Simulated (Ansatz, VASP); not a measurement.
Two plane-wave programs on Zr

Contents of INCAR:

```
PREC = Accurate
ENCUT = 520
EDIFF = 1E-7
ISMEAR = -1
SIGMA = 0.02
LREAL = False
LASPH = True
NELM = 80
ALGO = Normal
ISIF = 2
LWAVE = False
LCHARG = False
GGA = PE
NBANDS = 19
```

The input KPOINTS:

```
Automatic mesh
0
Gamma
  12 12 6
```

Contents of POSCAR:

```
Zr
1.0
    3.2466439786      0.0000000000      0.0000000000
   -1.6233219893      2.8116761625      0.0000000000
    0.0000000000      0.0000000000      5.1496488093
Zr
2
Direct
    0.3333333333      0.6666666667      0.2500000000
    0.6666666667      0.3333333333      0.7500000000
```

Input for Ansatz:

```yaml
crystal:
  lattice:
    - [3.2466439786, 0.0, 0.0]
    - [-1.6233219893, 2.8116761625, 0.0]
    - [0.0, 0.0, 5.1496488093]
  atoms:
    - { symbol: Zr, position: [0.3333333333, 0.6666666667, 0.25] }
    - { symbol: Zr, position: [0.6666666667, 0.3333333333, 0.75] }
kpoints:
  mp_grid: { grid: [12, 12, 6] }
  band_path:
    path:
      - [[0.0, 0.0, 0.0], [0.5, -3.156339513443e-19, 2.667438120653e-34], [0.3333333333333, 0.3333333333333, 2.511635358428e-34], [0.0, 0.0, 0.0], [-1.302651704114e-51, 3.737019885383e-51, 0.5], [0.5, -3.156339513443e-19, 0.5], [0.3333333333333, 0.3333333333333, 0.5], [-1.302651704114e-51, 3.737019885383e-51, 0.5]]
      - [[0.5, -3.156339513443e-19, 0.5], [0.5, -3.156339513443e-19, 2.667438120653e-34]]
      - [[0.3333333333333, 0.3333333333333, 0.5], [0.3333333333333, 0.3333333333333, 2.511635358428e-34]]
    npoints: 10
hamiltonian:
  xc: pbe
scf:
  occupations: { method: fermi_dirac, width: 0.02 }
  n_extra_bands: 4
output:
  forces: true
  stress: true
  eigenvalues: true
  write_density: true
  write_potential: true
  elf: true
  volumetric_format: npy
```

Alike in both runs: task single point; functional PBE; k mesh 12 × 12 × 6; occupations fermi-dirac, width 0.02 eV; no spin polarisation.

|  | VASP | Ansatz |
| --- | --- | --- |
| version | VASP 6.6.1 | Ansatz 0.2.0 |
| potentials or method | VASP PAW PBE potentials, release 64 (Zr_sv) | plane waves, PAW |
| plane-wave cutoff (eV) | 520 | 420 |
| valence electrons in the cell | 24 | 24 |

|  | VASP | Ansatz | Ansatz less VASP |
| --- | --- | --- | --- |
| pressure (GPa) | -0.3 | -0.3 | -0.01 |
| traceless stress, the component that is largest in VASP (GPa) | 0.50 | 0.50 | +0.002 |
